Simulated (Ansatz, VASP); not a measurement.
# One calculation of TaN, two programs

File INCAR:

```
  PREC = Accurate
  ENCUT = 520
  EDIFF = 1E-6
  ISMEAR = 0
  SIGMA = 0.15
  LREAL = False
  LASPH = True
  NELM = 80
  ALGO = Normal
  ISIF = 2
  LWAVE = False
  LCHARG = False
  GGA = PE
  NBANDS = 15
```

Contents of KPOINTS:

```
regular mesh
0
Gamma
  18 18 18
```

The input POSCAR:

```
TaN
1.0
    0.0000000000      2.2116850000      2.1790000000
    2.1790000000      0.0000000000      2.1790000000
    2.1790000000      2.2116850000      0.0000000000
Ta N
1 1
Direct
    0.5000000000      0.5000000000      0.5000000000
    0.0000000000      0.0000000000      0.0000000000
```

Input for Ansatz:

```yaml
crystal:
  lattice:
    - [0.0, 2.211685, 2.179]
    - [2.179, 0.0, 2.179]
    - [2.179, 2.211685, 0.0]
  atoms:
    - { symbol: Ta, position: [0.5, 0.5, 0.5] }
    - { symbol: "N", position: [0.0, 0.0, 0.0] }
basis:
  ecutwfc: 420
kpoints:
  mp_grid: { grid: [18, 18, 18] }
hamiltonian:
  xc: pbe
scf:
  occupations: { method: gaussian, width: 0.15 }
output:
  forces: true
  stress: true
  eigenvalues: true
  write_density: true
  write_potential: true
  elf: true
  volumetric_format: npy
```

Change from the starting cell: strain +0.0150 x Voigt [0, 1, 0, 0, 0, 0], atoms carried along.

Alike in both runs: task single point; functional PBE; k mesh 18 × 18 × 18; occupations gaussian, width 0.15 eV; no spin polarisation.

|  | VASP | Ansatz |
| --- | --- | --- |
| version | VASP 6.6.1 | Ansatz 0.2.0 |
| potentials or method | VASP PAW PBE potentials, release 64 (Ta_pv, N), cutoff 520 eV | scalar-relativistic, plane waves, PAW |
| valence electrons in the cell | 16 | 18 |

```tsv
	VASP	Ansatz	Ansatz less VASP
gap on the k mesh at the Fermi level (eV)	none	none	-
pressure (GPa)	10.0	9.1	-0.89
traceless stress, the component that is largest in VASP (GPa)	-6.32	-6.28	+0.037
```

A gap of «none» marks a metal or a gap that the smearing closes. VASP's potentials hold 16 valence electrons a cell and Ansatz's 18, so a difference there can come from the potentials and not from the codes.

Spin-orbit coupling is off throughout.
